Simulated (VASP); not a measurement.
# TiAl (Pm-3m) in VASP: single point with PBEsol

Aim: the single point of TiAl with PBEsol.

Program: VASP 6.6.1. These are calculated values, not measurements. Logs are shortened: lines on timing, memory, paths and dates and some standing lists are left out, and cuts for length are marked.

## 1. The cell of the first run

It takes space group Pm-3m (No. 221, cubic). Conventional cell: a = 3.156 Å, b = 3.156 Å, c = 3.156 Å, α = 90.00°, β = 90.00°, γ = 90.00°. Within 3.6 Å of Ti (site symmetry m-3m) lie 8 Al at 2.73 Å and 6 Ti at 3.16 Å. Al (site symmetry m-3m) has 8 Ti at 2.73 Å and 6 Al at 3.16 Å within 3.6 Å.

## 2. Single point, PBEsol

Input file INCAR:

```
ALGO     = Fast           # electronic algorithm
EDIFF    = 1E-6           # SCF threshold, eV
ENCUT    = 520            # plane-wave cutoff, eV
GGA      = PS             # functional
ISIF     = 2              # what is computed and relaxed
ISMEAR   = 0              # smearing method
LASPH    = T              # aspherical terms in the spheres
LCHARG   = F              # write CHGCAR
LREAL    = F              # projectors in reciprocal space
LWAVE    = F              # write WAVECAR
NBANDS   = 40             # bands
NELM     = 80             # most SCF steps
PREC     = Accurate       # precision mode
SIGMA    = 0.15           # smearing width, eV
```

Input file KPOINTS:

```
k-points
0
Gamma
  14 14 14
```

Input file POSCAR:

```
TiAl
1.0
   -3.1564740774      3.1564740774      3.1564740774
    3.1564740774     -3.1564740774      3.1564740774
    3.1564740774      3.1564740774     -3.1564740774
Ti Al
4 4
Direct
    0.0000000000      0.5000000000      0.5000000000
    0.5000000000      0.0000000000      0.5000000000
    0.5000000000      0.5000000000      0.0000000000
    0.0000000000      0.0000000000      0.0000000000
    0.5000000000      0.5000000000      0.5000000000
    0.0000000000      0.0000000000      0.5000000000
    0.0000000000      0.5000000000      0.0000000000
    0.5000000000      0.0000000000      0.0000000000
```

Potentials or basis: VASP PAW PBE potentials, release 64 (Ti_sv, Al).

The run is started by

```console
> cat potpaw_PBE.64/Ti_sv/POTCAR potpaw_PBE.64/Al/POTCAR > POTCAR
> mpirun -np 1 vasp_std > vasp.out
```

OUTCAR:

```text
EDIFF = 1E-6
   ENCUT = 520
   GGA = PS
   ISIF = 2
   ISMEAR = 0
   LASPH = T
   LREAL = F
   NELM = 80
   PREC = Accurate

 ion  position               nearest neighbor table
   1  0.000  0.500  0.500-   5 2.73   6 2.73   7 2.73   8 2.73   7 2.73   6 2.73   5 2.73   8 2.73

   2  0.500  0.000  0.500-   5 2.73   6 2.73   7 2.73   8 2.73   8 2.73   5 2.73   6 2.73   7 2.73

   3  0.500  0.500  0.000-   5 2.73   6 2.73   7 2.73   8 2.73   5 2.73   8 2.73   7 2.73   6 2.73

   4  0.000  0.000  0.000-   5 2.73   6 2.73   7 2.73   8 2.73   6 2.73   7 2.73   8 2.73   5 2.73

   5  0.500  0.500  0.500-   1 2.73   2 2.73   3 2.73   4 2.73   3 2.73   2 2.73   1 2.73   4 2.73
                             7 3.16   8 3.16   8 3.16   7 3.16   6 3.16   6 3.16
   6  0.000  0.000  0.500-   1 2.73   2 2.73   3 2.73   4 2.73   4 2.73   1 2.73   2 2.73   3 2.73
                             7 3.16   7 3.16   8 3.16   8 3.16   5 3.16   5 3.16
   7  0.000  0.500  0.000-   1 2.73   2 2.73   3 2.73   4 2.73   1 2.73   4 2.73   3 2.73   2 2.73
                             6 3.16   6 3.16   8 3.16   5 3.16   8 3.16   5 3.16
   8  0.500  0.000  0.000-   1 2.73   2 2.73   3 2.73   4 2.73   2 2.73   3 2.73   4 2.73   1 2.73
                             6 3.16   5 3.16   7 3.16   6 3.16   7 3.16   5 3.16

  LATTYP: Found a body centered cubic cell.
 ALAT       =     6.3129481548

  Lattice vectors:

 A1 = (  -3.1564740774,   3.1564740774,   3.1564740774)
 A2 = (   3.1564740774,  -3.1564740774,   3.1564740774)
 A3 = (   3.1564740774,   3.1564740774,  -3.1564740774)

Analysis of symmetry for initial positions (statically):
=====================================================================
 Subroutine PRICEL returns following result:

  LATTYP: Found a simple cubic cell.
 ALAT       =     3.1564740774

  Lattice vectors:

 A1 = (   0.0000000000,   3.1564740774,   0.0000000000)
 A2 = (   3.1564740774,   0.0000000000,   0.0000000000)
 A3 = (   0.0000000000,   0.0000000000,  -3.1564740774)

   4 primitive cells build up your supercell.

 Routine SETGRP: Setting up the symmetry group for a
 body centered cubic supercell.

 Subroutine GETGRP returns: Found 48 space group operations
 (whereof 48 operations were pure point group operations)
 out of a pool of 48 trial point group operations.

The static configuration has the point symmetry O_h .

Analysis of symmetry for dynamics (positions and initial velocities):
=====================================================================
 Subroutine PRICEL returns following result:

  LATTYP: Found a simple cubic cell.
[... 120 lines left out ...]
   NSW    =      0    number of steps for IOM
   IBRION =     -1    ionic relax: 0-MD 1-quasi-New 2-CG
   NFREE  =      0    steps in history (QN), initial steepest desc. (CG)
   ISIF   =      2    stress and relaxation
   ISYM   =      2    0-nonsym 1-usesym 2-fastsym
   POTIM  = 0.5000    time-step for ionic-motion
   TEBEG  =    0.0;   TEEND  =   0.0 temperature during run
   PSTRESS=    0.0 pullay stress
   NELECT =      60.0000    total number of electrons
   NUPDOWN=      -1.0000    fix difference up-down
   EMIN   =  10.00;   EMAX   =-10.00  energy-range for DOS
   EFERMI =   0.00;   METHOD = LEGACY
   ISMEAR =     0;   SIGMA  =   0.15  broadening in eV -4-tet -1-fermi 0-gaus
   EFERMI_NEDOS =   21; number of points for ismear=-14 and -15
   IALGO  =     68    algorithm
   IMIX   =      4    mixing-type and parameters
     AMIX     =   0.40;   BMIX     =  1.00
     AMIX_MAG =   1.60;   BMIX_MAG =  1.00
  volume/ion in A,a.u.               =      15.72       106.11
  Fermi-wavevector in a.u.,A,eV,Ry     =   1.279096  2.417140 22.260297  1.636086
  Thomas-Fermi vector in A             =   2.411601
   LORBIT       =      0    0 simple, 1 ext, 2 COOP (PROOUT), +10 PAW based schemes
   GGA     = PS    functional components
   LHFCALC =     F    Hartree Fock is set to
   AEXX    =    0.0000 exact exchange contribution
   IVDW    =     0    specifies the selected vdW correction
   LEPSILON=     F    determine dielectric tensor
   LRPA    =     F    only Hartree local field effects (RPA)
 non-spin polarized calculation
 RMM-DIIS sequential band-by-band and
 Gauss-broadening in eV      SIGMA  =   0.15
  energy-cutoff  :      520.00
  volume of cell :      125.80
 maximum number of plane-waves:      3415
 NGX is ok and might be reduce to    42
   NGX = 21   NGY = 21   NGZ = 21

 number of electron      59.9999985 magnetization

 Free energy of the ion-electron system (eV)
  ---------------------------------------------------
  ext. energy  EPLUGINS =         0.00000000
  ---------------------------------------------------
  free energy    TOTEN  =       -51.92458440 eV

  energy without entropy =      -51.81700500  energy(sigma->0) =      -51.87079470

 E-fermi :   8.9042     XC(G=0): -11.2827

 val. band max:        8.9037853132   @ k =  -0.4286   0.5000   0.3571
 cond. band min:       8.9113577030   @ k =   0.4286   0.0000   0.0000
 fundamental gap:      0.0075723897
 Fermi energy:         8.9041848404

 k-point     1 :       0.0000    0.0000    0.0000
  band No.  band energies     occupation
      1     -47.7160      2.00000
      2     -47.6832      2.00000
      3     -47.6832      2.00000
      4     -47.6832      2.00000
      5     -24.1772      2.00000
      6     -24.1772      2.00000
[... 1021 lines left out ...]
     39      10.0196      0.00000
     40      10.0196      0.00000

 [... further k-points ...]
[... 5 lines left out ...]
  --------------------------------------------------------------------------------------
  -------------------------------------------------------------------------------------
  Total        0.0524268      0.0524268      0.0524268     -0.0000000      0.0000000     -0.0000000
  in kB        0.6677243      0.6677243      0.6677243     -0.0000000      0.0000000     -0.0000000
  external PRESSURE =       0.6677243 kB  Pullay stress =       0.0000000 kB

 VOLUME and BASIS-vectors are now :
 -----------------------------------------------------------------------------
  energy-cutoff  :      520.00
  volume of cell :      125.80
      direct lattice vectors                 reciprocal lattice vectors
    -3.156474077  3.156474077  3.156474077     0.000000000  0.158404596  0.158404596
     3.156474077 -3.156474077  3.156474077     0.158404596  0.000000000  0.158404596
     3.156474077  3.156474077 -3.156474077     0.158404596  0.158404596  0.000000000

 POSITION                                       TOTAL-FORCE (eV/Angst)
 -----------------------------------------------------------------------------------
      3.15647      0.00000      0.00000         0.000000     -0.000000     -0.000000
      0.00000      3.15647      0.00000         0.000000      0.000000     -0.000000
      0.00000      0.00000      3.15647        -0.000000      0.000000      0.000000
      0.00000      0.00000      0.00000        -0.000000      0.000000      0.000000
      1.57824      1.57824      1.57824        -0.000000     -0.000000      0.000000
      1.57824      1.57824     -1.57824         0.000000     -0.000000      0.000000
      1.57824     -1.57824      1.57824         0.000000     -0.000000     -0.000000
     -1.57824      1.57824      1.57824         0.000000      0.000000     -0.000000
 -----------------------------------------------------------------------------------
    total drift:                               -0.000000     -0.000000      0.000000

  FREE ENERGIE OF THE ION-ELECTRON SYSTEM (eV)
  ---------------------------------------------------
  free  energy   TOTEN  =       -51.9245844002 eV

  energy  without entropy=      -51.8170050010  energy(sigma->0) =      -51.87079470
```

OSZICAR:

```text
N       E                     dE             d eps       ncg     rms          rms(c)
DAV:   1     0.691973006684E+03    0.69197E+03   -0.28200E+04  8320   0.164E+03
DAV:   2     0.257798428523E+02   -0.66619E+03   -0.65093E+03  8328   0.508E+02
DAV:   3    -0.497673296595E+02   -0.75547E+02   -0.72856E+02 13608   0.150E+02
[... 29 lines left out ...]
RMM:  33    -0.519245801028E+02   -0.17390E-05   -0.22802E-05  9399   0.137E-02    0.125E-03
RMM:  34    -0.519245818914E+02   -0.17885E-05   -0.21292E-05  8363   0.113E-02    0.819E-04
RMM:  35    -0.519245829430E+02   -0.10516E-05   -0.12772E-05  7275   0.980E-03    0.398E-04
RMM:  36    -0.519245838921E+02   -0.94917E-06   -0.11574E-05  6097   0.870E-03    0.250E-04
RMM:  37    -0.519245844002E+02   -0.50806E-06   -0.73811E-06  6219   0.844E-03
   1 F= -.51924584E+02 E0= -.51870795E+02  d E =-.107579E+00
```

stdout:

```text
POSCAR found type information on POSCAR TiAl
 POSCAR found :  2 types and       8 ions
 scaLAPACK will be used
 -----------------------------------------------------------------------------
|                                                                             |
|                                                                             |
[... 47 lines left out ...]
WARNING in EDDRMM: call to ZHEGV failed, returncode =   8  4     19
WARNING in EDDRMM: call to ZHEGV failed, returncode =   6  3     17
WARNING in EDDRMM: call to ZHEGV failed, returncode =   6  3     22
WARNING in EDDRMM: call to ZHEGV failed, returncode =   8  4     32
WARNING in EDDRMM: call to ZHEGV failed, returncode =   8  4     40
WARNING in EDDRMM: call to ZHEGV failed, returncode =   8  4     36
WARNING in EDDRMM: call to ZHEGV failed, returncode =   8  4     12
WARNING in EDDRMM: call to ZHEGV failed, returncode =   8  4     12
```

Wall time 26 min (1 thread of Intel Xeon Platinum 8259CL at 2.50GHz (Skylake/Cascade Lake), shared host); peak memory 0.54 GiB.

Results:

| Quantity | Value |
| --- | --- |
| Free energy | -51.9246 eV |
| Pressure | 0.1 GPa |
| Band gap on the k mesh | zero (bands 30 and 31 overlap by 1.65 eV) |

Caveat: the PAW data sets were made with another functional, which shifts forces and pressure a little.
